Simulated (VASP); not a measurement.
Set up this calculation in VASP 6.6.1, as the native input.

- Task: relaxation of cell and atoms
- Functional: PBE
- Potentials or basis: VASP PAW PBE potentials, release 64 (Cd)
- Cutoff: 600 eV
- k mesh: 15 × 15 × 15
- Occupations: fermi-dirac, width 0.05 eV
- Spin: no spin polarisation
- Target pressure: 84 GPa
- Dipole correction: no
- Further INCAR settings: ALGO = Normal; EDIFF = 1e-07; IBRION = 2; EDIFFG = -0.005; NSW = 60; ISIF = 3

The structure of Cd lies in POSCAR:

```
Cd
1.0
    2.4324282254      0.0000000000      0.0000000000
    0.0000000000      2.4324282254      0.0000000000
    0.0000000000      0.0000000000      2.4324282254
Cd
1
Direct
    0.0000000000      0.0000000000      0.0000000000
```

These files were run (other wordings do the same):

INCAR

```
SYSTEM = Cd
PREC = Accurate
ENCUT = 600
EDIFF = 1E-7
ISMEAR = -1
SIGMA = 0.05
LREAL = .FALSE.
LASPH = .TRUE.
NELM = 100
ALGO = Normal
ISIF = 3
LWAVE = .FALSE.
LCHARG = .FALSE.
GGA = PE
IBRION = 2
NSW = 60
EDIFFG = -0.005
PSTRESS = 840.0
```

KPOINTS

```
Automatic mesh
0
G
  15 15 15
  0 0 0
```

Potentials or basis: VASP PAW PBE potentials, release 64 (Cd).

Run with:

```sh
$ cat potpaw_PBE.64/Cd/POTCAR > POTCAR
$ mpirun -np 1 vasp_std > vasp.out
```

Results of the run:

```yaml
Relaxed_volume: 15.37 Å³/atom
Relaxed_cell: a = 2.486 Å, b = 2.486 Å, c = 2.486 Å, α = 90.00°, β = 90.00°, γ = 90.00°
Space_group_after_relaxing_to_0.05_Å: Pm-3m (No. 221)
Energy_change_on_relaxing_the_enthalpy_is_what_falls: -594.6 meV/atom
Ionic_steps: 16
Pressure_after_relaxing: 84.0 GPa
Band_gap_on_the_k_mesh: zero (band 6 reaches 11.89 eV, above the bottom of band 7 at 4.35 eV)
```

Caveat: the cell is relaxed towards a set pressure, so the enthalpy falls and the energy may rise.

It took 57 s on 1 thread of Intel(R) Xeon(R) Platinum 8488C (Sapphire Rapids) (shared host), peak memory 0.15 GiB.
